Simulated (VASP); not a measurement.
The system is Mo3W.

```xyz
4
Lattice="-1.8913 1.8913 4.2248 1.8913 -1.8913 4.2248 1.8913 1.8913 -4.2248" Properties=species:S:1:pos:R:3 pbc="T T T"
Mo    0.0000    0.0000    4.2248
Mo    1.8913    0.0000    2.1124
Mo    0.0000    1.8913    2.1124
W     0.0000    0.0000    0.0000
```

* Program: VASP 6.6.1
* Task: relaxation of cell and atoms
* Functional: PBE
* Potentials or basis: VASP PAW PBE potentials, release 64 (Mo_sv, W_sv)
* Cutoff: 600 eV
* k mesh: 6 × 6 × 6
* Occupations: gaussian, width 0.1 eV
* Spin: no spin polarisation

At the start: pressure 20.3 GPa; volume 15.11 Å³/atom.

Question: How do energy, volume and symmetry change on relaxing?

Answer: Over 11 steps the energy falls by 98.6 meV/atom and the volume is 16.23 Å³/atom (+7.4 %); space group I4/mmm (No. 139, to 0.1 Å) before and after.

Step by step:
| step | energy change (eV) | largest force (eV/Å) | pressure (GPa) | volume (Å³) |
| --- | --- | --- | --- | --- |
| 1 | 0.0000 | 0.0000 | 20.26 | 60.45 |
| 2 | 1.3381 | 0.0000 | -32.57 | 78.71 |
| 3 | -0.2836 | 0.0000 | -2.29 | 65.36 |
| 4 | -0.2851 | 0.0000 | -1.07 | 65.03 |
| 5 | -0.3594 | 0.0000 | -0.67 | 64.94 |
| 6 | -0.3873 | 0.0000 | 0.10 | 64.85 |
| 7 | -0.3647 | 0.0000 | 2.01 | 64.59 |
| 8 | -0.3941 | 0.0000 | 0.59 | 64.78 |
| 9 | -0.3942 | 0.0000 | 0.67 | 64.77 |
| 10 | -0.3916 | 0.0000 | -1.84 | 65.43 |
| 11 | -0.3946 | 0.0000 | 0.01 | 64.94 |

Final structure:
```xyz
4
Lattice="-1.8783 1.8783 4.6015 1.8783 -1.8783 4.6015 1.8783 1.8783 -4.6015" Properties=species:S:1:pos:R:3 pbc="T T T"
Mo    1.8783    1.8783    0.0000
Mo    1.8783    0.0000    2.3008
Mo    0.0000    1.8783    2.3008
W     0.0000    3.7567    0.0000
```
